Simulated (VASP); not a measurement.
# Cu (I4/mmm) in VASP: a series of runs, part 3 of 3

VASP 6.6.1. The steps go on from the part before.

## (4) Single point, r2SCAN (strain +0.1000 x Voigt [1, 1, 0, 0, 0, 0])

The input, POSCAR:

```
Cu
1.0
   -1.5870726520      1.5870726520      1.3760814500
    1.5870726520     -1.5870726520      1.3760814500
    1.5870726520      1.5870726520     -1.3760814500
Cu
1
Direct
    0.0000000000      0.0000000000      0.0000000000
```

The input, INCAR.step1:

```
PREC = Accurate
ENCUT = 520
ISMEAR = 0
SIGMA = 0.15
LREAL = F
LASPH = T
NELM = 60
NBANDS = 12
GGA = PE
ALGO = Normal
EDIFF = 1E-4
LWAVE = T
LCHARG = F
```

The input, INCAR.step2:

```
PREC = Accurate
ENCUT = 520
EDIFF = 1E-6
ISMEAR = 0
SIGMA = 0.15
LREAL = F
LASPH = T
NELM = 60
ALGO = Normal
ISIF = 2
LWAVE = F
LCHARG = T
METAGGA = R2SCAN
LMIXTAU = T
LELF = T
LVHAR = T
NBANDS = 12
ISTART = 1
```

The input, KPOINTS:

```
Automatic mesh
0
Gamma
  24 24 24
```

Potentials or basis: VASP PAW PBE potentials, release 64 (Cu).

On the command line:

```console
> cat potpaw_PBE.64/Cu/POTCAR > POTCAR
> cp INCAR.step1 INCAR
> mpirun -np 1 vasp_std > vasp.out
> cp INCAR.step2 INCAR
> mpirun -np 1 vasp_std > vasp.out
```

OUTCAR:

```text
PREC = Accurate
   ENCUT = 520
   EDIFF = 1E-6
   ISMEAR = 0
   LREAL = F
   LASPH = T
   NELM = 60
   ISIF = 2
   METAGGA = R2SCAN
   ISTART = 1

 ion  position               nearest neighbor table
   1  0.000  0.000  0.000-

  LATTYP: Found a body centered tetragonal cell.
 ALAT       =     3.1741453040
 C/A-ratio  =     0.8670563684

  Lattice vectors:

 A1 = (  -1.5870726520,   1.5870726520,   1.3760814500)
 A2 = (   1.5870726520,  -1.5870726520,   1.3760814500)
 A3 = (   1.5870726520,   1.5870726520,  -1.3760814500)

Analysis of symmetry for initial positions (statically):
=====================================================================
 Subroutine PRICEL returns:
 Original cell was already a primitive cell.

 Routine SETGRP: Setting up the symmetry group for a
 body centered tetragonal supercell.

 Subroutine GETGRP returns: Found 16 space group operations
 (whereof 16 operations were pure point group operations)
 out of a pool of 16 trial point group operations.

The static configuration has the point symmetry D_4h.

Analysis of symmetry for dynamics (positions and initial velocities):
=====================================================================
 Subroutine PRICEL returns:
 Original cell was already a primitive cell.

 Routine SETGRP: Setting up the symmetry group for a
 body centered tetragonal supercell.

 Subroutine GETGRP returns: Found 16 space group operations
 (whereof 16 operations were pure point group operations)
 out of a pool of 16 trial point group operations.

The dynamic configuration has the point symmetry D_4h.

 Subroutine INISYM returns: Found 16 space group operations
 (whereof 16 operations are pure point group operations),
 and found     1 'primitive' translations

----------------------------------------------------------------------------------------

                                     Primitive cell

  volume of cell :      13.8643

  direct lattice vectors                    reciprocal lattice vectors
    -1.587072652  1.587072652  1.376081450     0.000000000  0.315045439  0.363350585
     1.587072652 -1.587072652  1.376081450     0.315045439  0.000000000  0.363350585
     1.587072652  1.587072652 -1.376081450     0.315045439  0.315045439  0.000000000

  length of vectors
     2.632717106  2.632717106  2.632717106     0.480912961  0.480912961  0.445541532

  position of ions in fractional coordinates (direct lattice)
     0.000000000  0.000000000  0.000000000

  ion indices of the primitive-cell ions
   primitive index   ion index
                 1           1

----------------------------------------------------------------------------------------

 KPOINTS: Automatic mesh

Automatic generation of k-mesh.
 Grid dimensions read from file:
 generate k-points for:   24   24   24

 Generating k-lattice:

  Cartesian coordinates                     Fractional coordinates (reciprocal lattice)
     0.000000000  0.013126893  0.015139608     0.041666667  0.000000000  0.000000000
     0.013126893  0.000000000  0.015139608     0.000000000  0.041666667  0.000000000
     0.013126893  0.013126893  0.000000000     0.000000000  0.000000000  0.041666667

  Length of vectors
     0.020038040  0.020038040  0.018564231

  Shift w.r.t. Gamma in fractional coordinates (k-lattice)
     0.000000000  0.000000000  0.000000000

 Subroutine IBZKPT returns following result:
 ===========================================

 Found   1063 irreducible k-points:

 Following reciprocal coordinates:
            Coordinates               Weight
  0.000000  0.000000  0.000000      1.000000
  0.041667  0.000000  0.000000      8.000000
  0.083333  0.000000  0.000000      8.000000
  0.125000  0.000000  0.000000      8.000000
  0.166667  0.000000 -0.000000      8.000000
  0.208333  0.000000  0.000000      8.000000
[... 16 lines left out ...]
  0.416667  0.041667 -0.000000     16.000000
  0.458333  0.041667  0.000000     16.000000
 [... further k-points ...]
   k-points           NKPTS =   1063   k-points in BZ     NKDIM =   1063   number of bands    NBANDS=     12
   number of dos      NEDOS =    301   number of ions     NIONS =      1
   total plane-waves  NPLWV =   8000
   dimension x,y,z NGX =    20 NGY =   20 NGZ =   20
   dimension x,y,z NGXF=    40 NGYF=   40 NGZF=   40
   ions per type =               1
   NGX,Y,Z   is equivalent  to a cutoff of  12.63, 12.63, 12.63 a.u.
   NGXF,Y,Z  is equivalent  to a cutoff of  25.26, 25.26, 25.26 a.u.
 SYSTEM =  unknown system
   PREC   = accura    normal or accurate (medium, high low for compatibility)
   ISTART =      1    job   : 0-new  1-cont  2-samecut
   ICHARG =      0    charge: 1-file 2-atom 10-const
   ISPIN  =      1    spin polarized calculation?
   LNONCOLLINEAR =      F non collinear calculations
   LSORBIT =      F    spin-orbit coupling
   LASPH  =      T    aspherical Exc in radial PAW
   ENCUT  =  520.0 eV  38.22 Ry    6.18 a.u.   4.90  4.90  4.90*2*pi/ulx,y,z
   NELM   =     60;   NELMIN=  2; NELMDL=  0     # of ELM steps
   EDIFF  = 0.1E-05   stopping-criterion for ELM
   LREAL  =      F    real-space projection
   EDIFFG = 0.1E-04   stopping-criterion for IOM
   NSW    =      0    number of steps for IOM
   IBRION =     -1    ionic relax: 0-MD 1-quasi-New 2-CG
   NFREE  =      0    steps in history (QN), initial steepest desc. (CG)
   ISIF   =      2    stress and relaxation
   ISYM   =      2    0-nonsym 1-usesym 2-fastsym
   POTIM  = 0.5000    time-step for ionic-motion
   TEBEG  =    0.0;   TEEND  =   0.0 temperature during run
   PSTRESS=    0.0 pullay stress
   NELECT =      11.0000    total number of electrons
   NUPDOWN=      -1.0000    fix difference up-down
   EMIN   =  10.00;   EMAX   =-10.00  energy-range for DOS
   EFERMI =   0.00;   METHOD = LEGACY
   ISMEAR =     0;   SIGMA  =   0.15  broadening in eV -4-tet -1-fermi 0-gaus
   EFERMI_NEDOS =   21; number of points for ismear=-14 and -15
   IALGO  =     38    algorithm
   IMIX   =      4    mixing-type and parameters
     AMIX     =   0.40;   BMIX     =  1.00
     AMIX_MAG =   1.60;   BMIX_MAG =  1.00
  volume/ion in A,a.u.               =      13.86        93.56
  Fermi-wavevector in a.u.,A,eV,Ry     =   1.515560  2.863993 31.251524  2.296922
  Thomas-Fermi vector in A             =   2.625067
   LORBIT       =      0    0 simple, 1 ext, 2 COOP (PROOUT), +10 PAW based schemes
   METAGGA = R2SCAN    functional components
   LHFCALC =     F    Hartree Fock is set to
   AEXX    =    0.0000 exact exchange contribution
   IVDW    =     0    specifies the selected vdW correction
   LEPSILON=     F    determine dielectric tensor
   LRPA    =     F    only Hartree local field effects (RPA)
 non-spin polarized calculation
 Gauss-broadening in eV      SIGMA  =   0.15
  energy-cutoff  :      520.00
  volume of cell :       13.86
 maximum number of plane-waves:       385
   NGX =  9   NGY =  9   NGZ =  9

 number of electron      11.0000000 magnetization

 Free energy of the ion-electron system (eV)
  ---------------------------------------------------
  ext. energy  EPLUGINS =         0.00000000
  ---------------------------------------------------
  free energy    TOTEN  =       -10.63437085 eV

  energy without entropy =      -10.63023868  energy(sigma->0) =      -10.63230477

 E-fermi :   5.6124     XC(G=0): -12.6915

 val. band max:        5.6121994910   @ k =  -0.0833  -0.4167   0.0417
 cond. band min:       5.6128929665   @ k =   0.5000   0.2917   0.0000
 fundamental gap:      0.0006934754
 Fermi energy:         5.6124046801

 k-point     1 :       0.0000    0.0000    0.0000
  band No.  band energies     occupation
      1      -2.8679      2.00000
      2       2.5894      2.00000
      3       3.0512      2.00000
      4       3.0514      2.00000
      5       3.3254      2.00000
      6       3.8136      2.00000
      7      27.6455      0.00000
      8      27.6455      0.00000
      9      30.7582      0.00000
     10      31.7176      0.00000
     11      32.5052      0.00000
     12      32.6005      0.00000
[... 331 lines left out ...]
 k-point    24 :       0.4583    0.0417    0.0000
  band No.  band energies     occupation
      1       1.3354      2.00000
      2       2.1410      2.00000
      3       3.5565      2.00000
      4       3.9496      2.00000
      5       4.1475      2.00000
      6       5.8515      0.02416
      7      10.0994      0.00000
      8      20.5676      0.00000
      9      21.2658      0.00000
     10      25.2761      0.00000
     11      27.5418      0.00000
     12      35.8304      0.00000

 [... further k-points ...]
[... 5 lines left out ...]
  --------------------------------------------------------------------------------------
  -------------------------------------------------------------------------------------
  Total       -1.5627928     -1.5627928     -1.5368982      0.0000000      0.0000000      0.0000000
  in kB     -180.5985396   -180.5985396   -177.6061249      0.0000000      0.0000000      0.0000000
  external PRESSURE =    -179.6010680 kB  Pullay stress =       0.0000000 kB

 VOLUME and BASIS-vectors are now :
 -----------------------------------------------------------------------------
  energy-cutoff  :      520.00
  volume of cell :       13.86
      direct lattice vectors                 reciprocal lattice vectors
    -1.587072652  1.587072652  1.376081450     0.000000000  0.315045439  0.363350585
     1.587072652 -1.587072652  1.376081450     0.315045439  0.000000000  0.363350585
     1.587072652  1.587072652 -1.376081450     0.315045439  0.315045439  0.000000000

 POSITION                                       TOTAL-FORCE (eV/Angst)
 -----------------------------------------------------------------------------------
      0.00000      0.00000      0.00000         0.000000     -0.000000      0.000000
 -----------------------------------------------------------------------------------
    total drift:                                0.000000     -0.000000      0.000000

  FREE ENERGIE OF THE ION-ELECTRON SYSTEM (eV)
  ---------------------------------------------------
  free  energy   TOTEN  =       -10.6343708530 eV

  energy  without entropy=      -10.6302386785  energy(sigma->0) =      -10.63230477
```

OUTCAR.step1:

```text
PREC = Accurate
   ENCUT = 520
   ISMEAR = 0
   LREAL = F
   LASPH = T
[... 576 lines left out ...]

 POSITION                                       TOTAL-FORCE (eV/Angst)
 -----------------------------------------------------------------------------------
      0.00000      0.00000      0.00000         0.000000      0.000000     -0.000000
 -----------------------------------------------------------------------------------
    total drift:                                0.000000     -0.000000      0.000000

  FREE ENERGIE OF THE ION-ELECTRON SYSTEM (eV)
  ---------------------------------------------------
  free  energy   TOTEN  =        -3.6092430625 eV

  energy  without entropy=       -3.6049027986  energy(sigma->0) =       -3.60707293
```

OSZICAR.step1:

```text
N       E                     dE             d eps       ncg     rms          rms(c)
DAV:   1     0.438213683709E+02    0.43821E+02   -0.53488E+03 27740   0.146E+03
DAV:   2    -0.299826439935E+01   -0.46820E+02   -0.43202E+02 26352   0.198E+02
DAV:   3    -0.440996901668E+01   -0.14117E+01   -0.13934E+01 29748   0.401E+01
DAV:   4    -0.441962985813E+01   -0.96608E-02   -0.96593E-02 28968   0.296E+00
DAV:   5    -0.441973403878E+01   -0.10418E-03   -0.10418E-03 29852   0.315E-01    0.733E+00
DAV:   6    -0.409934753013E+01    0.32039E+00   -0.15814E+01 29924   0.722E+01    0.468E+00
DAV:   7    -0.361704346464E+01    0.48230E+00   -0.27521E+00 29988   0.308E+01    0.402E-01
DAV:   8    -0.361245485334E+01    0.45886E-02   -0.17127E-02 33044   0.250E+00    0.435E-01
DAV:   9    -0.360927281422E+01    0.31820E-02   -0.22874E-02 30356   0.255E+00    0.535E-02
DAV:  10    -0.360924306253E+01    0.29752E-04   -0.20064E-04 17676   0.256E-01
   1 F= -.36092431E+01 E0= -.36070729E+01  d E =-.434026E-02
```

It took 14 min on 1 thread of Intel Xeon 8259CL, shared host; peak memory 0.27 GiB.

Results:

| Property | Result |
| --- | --- |
| Free energy | -10.6344 eV |
| Pressure | -18.0 GPa |
| Band gap on the k mesh | zero (an odd number of electrons rules out a gap without spin polarisation) |

Stress tensor (GPa, compression positive):
```
-18.06   0.00   0.00
  0.00 -18.06   0.00
  0.00   0.00 -17.76
```

Caveat: the cell differs from its parent crystal (strain +0.1000 x Voigt [1, 1, 0, 0, 0, 0]); the cell stands under tension; the PAW data sets were made with another functional, which shifts forces and pressure a little.

## (5) The runs side by side

```tsv
cell	gap on the mesh (eV)	pressure (GPa)
a = 2.589 Å, angles 106.4, 106.4, 115.8°, 1 atom	none	-15.2
a = 2.611 Å, angles 106.1, 106.1, 116.4°, 1 atom	none	-16.7
a = 2.633 Å, angles 105.9, 105.9, 117.0°, 1 atom	none	-18.0
```

Alike in all rows: task single point; level r2SCAN; potentials or basis VASP PAW PBE potentials, release 64 (Cu); no spin polarisation; k mesh 24 × 24 × 24; cutoff (eV) 520; smearing gaussian 0.15 eV.

Caveats: the cell stands under tension; the PAW data sets were made with another functional, which shifts forces and pressure a little.

Total energies depend on the potentials used, so only differences within one code and one set of settings carry meaning.
